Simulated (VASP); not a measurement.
# Ni (P6_3/mmc) in VASP: further runs, part 2 of 2

VASP 6.6.1. Earlier steps stand in the parts before.

### 3 Single point, RPBE (volume scaled by 1.04)

Input file INCAR:

```
SYSTEM = Ni
  ALGO = Normal
  EDIFF = 1E-6
  ENCUT = 520
  GGA = RP
  ISIF = 2
  ISMEAR = -1
  LASPH = .TRUE.
  LCHARG = .FALSE.
  LREAL = .FALSE.
  LWAVE = .FALSE.
  NBANDS = 17
  NELM = 60
  PREC = Accurate
  SIGMA = 0.1
```

Input file KPOINTS:

```
k-points
0
G
  16 16 9
  0 0 0
```

Input file POSCAR:

```
Ni
1.0
    2.5395968404      0.0000000000      0.0000000000
   -1.2697984202      2.1993553792      0.0000000000
    0.0000000000      0.0000000000      4.1745959768
Ni
2
Direct
    0.3333333333      0.6666666667      0.2500000000
    0.6666666667      0.3333333333      0.7500000000
```

Potentials or basis: VASP PAW PBE potentials, release 64 (Ni).

Command:

```bash
$ cat potpaw_PBE.64/Ni/POTCAR > POTCAR
$ mpirun -np 1 vasp_std > vasp.out
```

OUTCAR:

```text
SYSTEM = Ni
   EDIFF = 1E-6
   ENCUT = 520
   GGA = RP
   ISIF = 2
   ISMEAR = -1
   LASPH = .TRUE.
   LREAL = .FALSE.
   NELM = 60
   PREC = Accurate

 ion  position               nearest neighbor table
   1  0.333  0.667  0.250-   2 2.55   2 2.55   2 2.55   2 2.55   2 2.55   2 2.55
   2  0.667  0.333  0.750-   1 2.55   1 2.55   1 2.55   1 2.55   1 2.55   1 2.55

  LATTYP: Found a hexagonal cell.
 ALAT       =     2.5395968404
 C/A-ratio  =     1.6438026345

  Lattice vectors:

 A1 = (   2.5395968404,   0.0000000000,   0.0000000000)
 A2 = (  -1.2697984202,   2.1993553792,   0.0000000000)
 A3 = (   0.0000000000,   0.0000000000,   4.1745959768)

Analysis of symmetry for initial positions (statically):
=====================================================================
 Subroutine PRICEL returns:
 Original cell was already a primitive cell.

 Routine SETGRP: Setting up the symmetry group for a
 hexagonal supercell.

 Subroutine GETGRP returns: Found 24 space group operations
 (whereof 12 operations were pure point group operations)
 out of a pool of 24 trial point group operations.

The static configuration has the point symmetry D_3d.
 The point group associated with its full space group is D_6h.

Analysis of symmetry for dynamics (positions and initial velocities):
=====================================================================
 Subroutine PRICEL returns:
 Original cell was already a primitive cell.

 Routine SETGRP: Setting up the symmetry group for a
 hexagonal supercell.

 Subroutine GETGRP returns: Found 24 space group operations
 (whereof 12 operations were pure point group operations)
 out of a pool of 24 trial point group operations.

The dynamic configuration has the point symmetry D_3d.
 The point group associated with its full space group is D_6h.

 Subroutine INISYM returns: Found 24 space group operations
 (whereof 12 operations are pure point group operations),
 and found     1 'primitive' translations

----------------------------------------------------------------------------------------
[... 107 lines left out ...]
   EFERMI =   0.00;   METHOD = LEGACY
   ISMEAR =    -1;   SIGMA  =   0.10  broadening in eV -4-tet -1-fermi 0-gaus
   EFERMI_NEDOS =   21; number of points for ismear=-14 and -15
   IALGO  =     38    algorithm
   IMIX   =      4    mixing-type and parameters
     AMIX     =   0.40;   BMIX     =  1.00
     AMIX_MAG =   1.60;   BMIX_MAG =  1.00
  volume/ion in A,a.u.               =      11.66        78.68
  Fermi-wavevector in a.u.,A,eV,Ry     =   1.555464  2.939401 32.918862  2.419468
  Thomas-Fermi vector in A             =   2.659401
   LORBIT       =      0    0 simple, 1 ext, 2 COOP (PROOUT), +10 PAW based schemes
   GGA     = RP    functional components
   LHFCALC =     F    Hartree Fock is set to
   AEXX    =    0.0000 exact exchange contribution
   IVDW    =     0    specifies the selected vdW correction
   LEPSILON=     F    determine dielectric tensor
   LRPA    =     F    only Hartree local field effects (RPA)
 non-spin polarized calculation
  energy-cutoff  :      520.00
  volume of cell :       23.32
 maximum number of plane-waves:       646
 NGX is ok and might be reduce to    20
   NGX =  9   NGY =  9   NGZ = 15

 number of electron      20.0000006 magnetization

 Free energy of the ion-electron system (eV)
  ---------------------------------------------------
  ext. energy  EPLUGINS =         0.00000000
  ---------------------------------------------------
  free energy    TOTEN  =        -9.82952616 eV

  energy without entropy =       -9.62996620  energy(sigma->0) =       -9.72974618

 E-fermi :   8.4309     XC(G=0): -12.7232

 val. band max:        8.4299121461   @ k =   0.4375   0.0000   0.3333
 cond. band min:       8.4312676082   @ k =   0.5000  -0.0000   0.3333
 fundamental gap:      0.0013554621
 Fermi energy:         8.4308649803

 k-point     1 :       0.0000    0.0000    0.0000
  band No.  band energies     occupation
      1       0.0314      2.00000
      2       4.3531      2.00000
      3       6.7151      2.00000
      4       6.7931      2.00000
      5       6.7931      2.00000
      6       7.0372      2.00000
[... 457 lines left out ...]
      4       5.7818      2.00000
      5       6.5724      2.00000
      6       6.9157      2.00000
[... 9 lines left out ...]
     16      24.9846      0.00000
     17      25.9950      0.00000

 [... further k-points ...]
[... 5 lines left out ...]
  --------------------------------------------------------------------------------------
  -------------------------------------------------------------------------------------
  Total       -0.8658992     -0.8658992     -0.8869416      0.0000000      0.0000000      0.0000000
  in kB      -59.4981228    -59.4981228    -60.9440005      0.0000000      0.0000000      0.0000000
  external PRESSURE =     -59.9800820 kB  Pullay stress =       0.0000000 kB

 VOLUME and BASIS-vectors are now :
 -----------------------------------------------------------------------------
  energy-cutoff  :      520.00
  volume of cell :       23.32
      direct lattice vectors                 reciprocal lattice vectors
     2.539596840  0.000000000  0.000000000     0.393763287  0.227339340  0.000000000
    -1.269798420  2.199355379  0.000000000     0.000000000  0.454678680  0.000000000
     0.000000000  0.000000000  4.174595977     0.000000000  0.000000000  0.239544139

 POSITION                                       TOTAL-FORCE (eV/Angst)
 -----------------------------------------------------------------------------------
     -0.00000      1.46624      1.04365         0.000000     -0.000000      0.000000
      1.26980      0.73312      3.13095        -0.000000      0.000000      0.000000
 -----------------------------------------------------------------------------------
    total drift:                               -0.000000      0.000000     -0.000000

  FREE ENERGIE OF THE ION-ELECTRON SYSTEM (eV)
  ---------------------------------------------------
  free  energy   TOTEN  =        -9.8295261649 eV

  energy  without entropy=       -9.6299661989  energy(sigma->0) =       -9.72974618
```

Run time: 23 s. Hardware: 1 thread of AMD EPYC 9R45 (Zen 5), shared host; peak memory 0.14 GiB.

What came out:

- Free energy: -9.8295 eV
- Pressure: -6.0 GPa
- Band gap on the k mesh: zero (band 10 reaches 8.50 eV, above the bottom of band 11 at 8.06 eV)

Stress tensor (GPa, compression positive):
```
-5.95  0.00  0.00
 0.00 -5.95  0.00
 0.00  0.00 -6.09
```

Caveat: the cell differs from its parent crystal (volume scaled by 1.04); the PAW data sets were made with another functional, which shifts forces and pressure a little; the run has no spin polarisation, though such a crystal can be magnetic. Spin polarisation is off, so any magnetic state and its effect on volume and gap are missing.

### 4 Single point, RPBE (volume scaled by 1.08)

Input file INCAR:

```
SYSTEM = Ni
ALGO     = Normal         ! electronic algorithm
EDIFF    = 1E-6           ! SCF threshold, eV
ENCUT    = 520            ! plane-wave cutoff, eV
GGA      = RP             ! functional
ISIF     = 2              ! what is computed and relaxed
ISMEAR   = -1             ! smearing method
LASPH    = .True.         ! aspherical terms in the spheres
LCHARG   = .True.         ! write CHGCAR
LELF     = .True.         ! ELF
LREAL    = .False.        ! projectors in reciprocal space
LVHAR    = .True.       
LWAVE    = .False.        ! write WAVECAR
NBANDS   = 17             ! bands
NELM     = 80             ! most SCF steps
PREC     = Accurate       ! precision mode
SIGMA    = 0.1            ! smearing width, eV
```

Input file KPOINTS:

```
k-points
0
Gamma
  16 16 9
  0 0 0
```

Input file POSCAR:

```
Ni
1.0
    2.5717470489      0.0000000000      0.0000000000
   -1.2858735244      2.2271982764      0.0000000000
    0.0000000000      0.0000000000      4.2274445742
Ni
2
Direct
    0.3333333333      0.6666666667      0.2500000000
    0.6666666667      0.3333333333      0.7500000000
```

Command:

```bash
$ cat potpaw_PBE.64/Ni/POTCAR > POTCAR
$ mpirun -np 1 vasp_std > vasp.out
```

It took 23 s on 1 thread of AMD EPYC 9R45 (Zen 5), shared host; peak memory 0.14 GiB.

It converged, with:

```
Free energy            : -9.7812 eV
Pressure               : -11.0 GPa
Band gap on the k mesh : zero (band 10 reaches 8.00 eV, above the bottom of band 11 at 7.59 eV)
```

Stress tensor (GPa, compression positive):
```
-10.91   0.00   0.00
  0.00 -10.91   0.00
  0.00   0.00 -11.07
```

Levels at points of the mesh, in eV from the Fermi level:
```
           k point  band 6  band 7  band 8  band 9  band 10  band 11  band 12  band 13  band 14  band 15
(0.00, 0.00, 0.00)   -1.32   -1.32   -0.97   -0.97    -0.16    -0.16    -0.04     5.26    21.75    22.97
(0.50, 0.00, 0.00)   -1.56   -1.30   -0.05   -0.01     0.05     1.43     3.05     8.88     9.28    11.77
```

Caveat: the cell differs from its parent crystal (volume scaled by 1.08); the PAW data sets were made with another functional, which shifts forces and pressure a little; the run has no spin polarisation, though such a crystal can be magnetic.

### 5 Single point, RPBE (volume scaled by 1.12)

Input file INCAR:

```
ALGO     = Normal         # electronic algorithm
EDIFF    = 1E-6           # SCF threshold, eV
ENCUT    = 520            # plane-wave cutoff, eV
GGA      = RP             # functional
ISIF     = 2              # what is computed and relaxed
ISMEAR   = -1             # smearing method
LASPH    = True           # aspherical terms in the spheres
LCHARG   = False          # write CHGCAR
LREAL    = False          # projectors in reciprocal space
LWAVE    = False          # write WAVECAR
NBANDS   = 17             # bands
NELM     = 80             # most SCF steps
PREC     = Accurate       # precision mode
SIGMA    = 0.1            # smearing width, eV
```

Input file KPOINTS:

```
k-points
0
Gamma
  16 16 9
```

Input file POSCAR:

```
Ni
1.0
    2.6031129090      0.0000000000      0.0000000000
   -1.3015564545      2.2543619081      0.0000000000
    0.0000000000      0.0000000000      4.2790038577
Ni
2
Direct
    0.3333333333      0.6666666667      0.2500000000
    0.6666666667      0.3333333333      0.7500000000
```

Command:

```bash
$ cat potpaw_PBE.64/Ni/POTCAR > POTCAR
$ mpirun -np 1 vasp_std > vasp.out
```

It took 22 s on 1 thread of AMD EPYC 9R45 (Zen 5), shared host; peak memory 0.14 GiB.

Results (log left out):

| Item | Value |
| --- | --- |
| Free energy | -9.7081 eV |
| Pressure | -14.9 GPa |
| Band gap on the k mesh | zero (band 10 reaches 7.55 eV, above the bottom of band 11 at 7.15 eV) |

Stress tensor (GPa, compression positive):
```
-14.81   0.00   0.00
  0.00 -14.81   0.00
  0.00   0.00 -14.97
```

Levels at points of the mesh, in eV from the Fermi level:
```tsv
k point	band 6	band 7	band 8	band 9	band 10	band 11	band 12	band 13	band 14	band 15
(0.00, 0.00, 0.00)	-1.26	-1.26	-0.92	-0.92	-0.15	-0.15	0.02	5.04	21.44	22.39
(0.50, 0.00, 0.00)	-1.48	-1.23	-0.05	-0.01	0.05	1.39	2.93	8.67	9.02	11.51
```

Caveat: the cell differs from its parent crystal (volume scaled by 1.12); the PAW data sets were made with another functional, which shifts forces and pressure a little; the run has no spin polarisation, though such a crystal can be magnetic. Spin polarisation is off, so any magnetic state and its effect on volume and gap are missing.

### 6 Relaxation of cell and atoms, RPBE

This run uses another cell than the first one, of 10.94 Å³/atom, 0.976 times its volume.

Input file INCAR:

```
ALGO     = Normal         # electronic algorithm
EDIFF    = 1E-7           # SCF threshold, eV
EDIFFG   = -0.01          # ionic threshold
ENCUT    = 600            # plane-wave cutoff, eV
GGA      = RP             # functional
IBRION   = 2              # ionic algorithm
ISIF     = 3              # what is computed and relaxed
ISMEAR   = -1             # smearing method
LASPH    = True           # aspherical terms in the spheres
LCHARG   = False          # write CHGCAR
LREAL    = False          # projectors in reciprocal space
LWAVE    = False          # write WAVECAR
NELM     = 80             # most SCF steps
NSW      = 80             # ionic steps
PREC     = Accurate       # precision mode
SIGMA    = 0.1            # smearing width, eV
```

Input file KPOINTS:

```
k-points
0
Gamma
  14 14 8
```

Input file POSCAR:

```
Ni
1.0
    2.4917559660      0.0000000000      0.0000000000
   -1.2458779830      2.1579239666      0.0000000000
    0.0000000000      0.0000000000      4.0690374925
Ni
2
Direct
    0.3333333333      0.6666666667      0.2500000000
    0.6666666667      0.3333333333      0.7500000000
```

Potentials or basis: VASP PAW PBE potentials, release 64 (Ni).

Command:

```bash
$ cat potpaw_PBE.64/Ni/POTCAR > POTCAR
$ mpirun -np 1 vasp_std > vasp.out
```

It took 86 s on 1 thread of AMD EPYC 9R45 (Zen 5), shared host; peak memory 0.14 GiB.

The run converged. Its results:

```
Free energy                            : -9.8459 eV
Relaxed volume                         : 11.23 Å³/atom
Relaxed cell                           : a = 2.508 Å, b = 2.508 Å, c = 4.122 Å, α = 90.00°, β = 90.00°, γ = 120.00°
Space group after relaxing (to 0.05 Å) : P6_3/mmc (No. 194)
Energy gained by relaxing              : 4.3 meV/atom
Ionic steps                            : 6
Pressure after relaxing                : -0.1 GPa
Band gap on the k mesh                 : zero (band 10 reaches 9.01 eV, above the bottom of band 11 at 8.50 eV)
```

The path:
| step | energy change (eV) | largest force (eV/Å) | pressure (GPa) | volume (Å³) |
| --- | --- | --- | --- | --- |
| 1 | 0.0000 | 0.0000 | 4.80 | 21.88 |
| 2 | -0.0029 | 0.0000 | -3.59 | 22.93 |
| 3 | -0.0085 | 0.0000 | -0.03 | 22.45 |
| 4 | -0.0085 | 0.0000 | -0.13 | 22.46 |
| 5 | -0.0086 | 0.0000 | -0.11 | 22.46 |
| 6 | -0.0086 | 0.0000 | -0.05 | 22.46 |

Final structure:
```
CELL_PARAMETERS angstrom
2.50821 0.00000 0.00000
-1.25410 2.17217 0.00000
0.00000 0.00000 4.12156
ATOMIC_POSITIONS crystal
Ni 0.33333 0.66667 0.25000
Ni 0.66667 0.33333 0.75000
```

Levels at points of the mesh, in eV from the Fermi level:
```csv
k point,band 7,band 8,band 9,band 10,band 11,band 12,band 13,band 14
"(0.00, 0.00, 0.00)",-1.47,-1.07,-1.07,-0.19,-0.17,-0.17,5.75,22.40
"(0.50, 0.00, 0.00)",-1.45,-0.04,0.00,0.07,1.52,3.29,9.33,9.84
"(0.00, 0.00, 0.50)",-1.77,-1.77,-0.44,-0.44,-0.44,-0.44,14.18,14.18
"(0.50, 0.00, 0.50)",-0.47,-0.47,0.03,0.03,1.67,1.67,6.90,6.90
```

Caveat: the PAW data sets were made with another functional, which shifts forces and pressure a little; the run has no spin polarisation, though such a crystal can be magnetic. Spin polarisation is off, so any magnetic state and its effect on volume and gap are missing.

### 7 The runs side by side

| task | cell | k mesh | cutoff (eV) | gap on the mesh (eV) | pressure (GPa) |
| --- | --- | --- | --- | --- | --- |
| single point | a = 2.507, b = 2.507, c = 4.120 Å, angles 90.0, 90.0, 120.0°, 2 atoms | 16 × 16 × 9 | 520 | none | 0.3 |
| single point | a = 2.540, b = 2.540, c = 4.175 Å, angles 90.0, 90.0, 120.0°, 2 atoms | 16 × 16 × 9 | 520 | none | -6.0 |
| single point | a = 2.572, b = 2.572, c = 4.227 Å, angles 90.0, 90.0, 120.0°, 2 atoms | 16 × 16 × 9 | 520 | none | -11.0 |
| single point | a = 2.603, b = 2.603, c = 4.279 Å, angles 90.0, 90.0, 120.0°, 2 atoms | 16 × 16 × 9 | 520 | none | -14.9 |
| relaxation of cell and atoms | relaxed from a = 2.492, b = 2.492, c = 4.069 Å, angles 90.0, 90.0, 120.0°, 2 atoms | 14 × 14 × 8 | 600 | none | -0.1 |

Alike in all rows: level RPBE; potentials or basis VASP PAW PBE potentials, release 64 (Ni); no spin polarisation; smearing fermi-dirac 0.1 eV.

Caveats: the PAW data sets were made with another functional, which shifts forces and pressure a little; the run has no spin polarisation, though such a crystal can be magnetic.

Total energies depend on the potentials used, so only differences within one code and one set of settings carry meaning.
